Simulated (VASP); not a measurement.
Wanted: the native input for a VASP 6.6.1 run.

```
Task                   : relaxation of cell and atoms
Functional             : PBE
Potentials or basis    : VASP PAW PBE potentials, release 64 (V_sv)
Cutoff                 : 600 eV
k mesh                 : 10 × 10 × 13
Occupations            : fermi-dirac, width 0.1 eV
Spin                   : no spin polarisation
Target pressure        : 130 GPa
Dipole correction      : no
Further INCAR settings : ALGO = Normal; EDIFF = 1e-06; IBRION = 2; EDIFFG = -0.005; NSW = 60; ISIF = 3
```

The structure of V lies in POSCAR:

```
V
1.0
    3.7445206071      0.0000000000      0.0000000000
   -1.8722603035      3.2428499707      0.0000000000
    0.0000000000      0.0000000000      2.3216027764
V
3
Direct
    0.0000000000      0.0000000000      0.0000000000
    0.3333333333      0.6666666667      0.5000000000
    0.6666666667      0.3333333333      0.5000000000
```

This isn't the form of V at room conditions, which is bcc.

These files were run (other wordings do the same):

INCAR

```
PREC = Accurate
ENCUT = 600
EDIFF = 1E-6
ISMEAR = -1
SIGMA = 0.1
LREAL = False
LASPH = True
NELM = 60
ALGO = Normal
ISIF = 3
LWAVE = False
LCHARG = False
GGA = PE
IBRION = 2
NSW = 60
EDIFFG = -0.005
PSTRESS = 1300.0
```

KPOINTS

```
Automatic mesh
0
Gamma
  10 10 13
```

Potentials or basis: VASP PAW PBE potentials, release 64 (V_sv).

Run with:

```bash
$ cat potpaw_PBE.64/V_sv/POTCAR > POTCAR
$ mpirun -np 1 vasp_std > vasp.out
```

Results of the run:

```json
{"Relaxed volume": "9.47 Å³/atom", "Relaxed cell": "a = 3.923 Å, b = 3.923 Å, c = 2.132 Å, α = 90.00°, β = 90.00°, γ = 120.00°", "Space group after relaxing (to 0.1 Å)": "P6/mmm (No. 191)", "Energy change on relaxing (the run minimises the enthalpy)": "-234.4 meV/atom", "Ionic steps": "17", "Pressure after relaxing": "130.0 GPa", "Band gap on the k mesh": "zero (an odd number of electrons rules out a gap without spin polarisation)"}
```

Caveat: the cell is relaxed towards a set pressure, so the run minimises the enthalpy, not the energy.

Run time: 12 min on 1 thread of Intel(R) Xeon(R) Platinum 8259CL CPU @ 2.50GHz (Skylake/Cascade Lake) (shared host), peak memory 0.2 GiB.
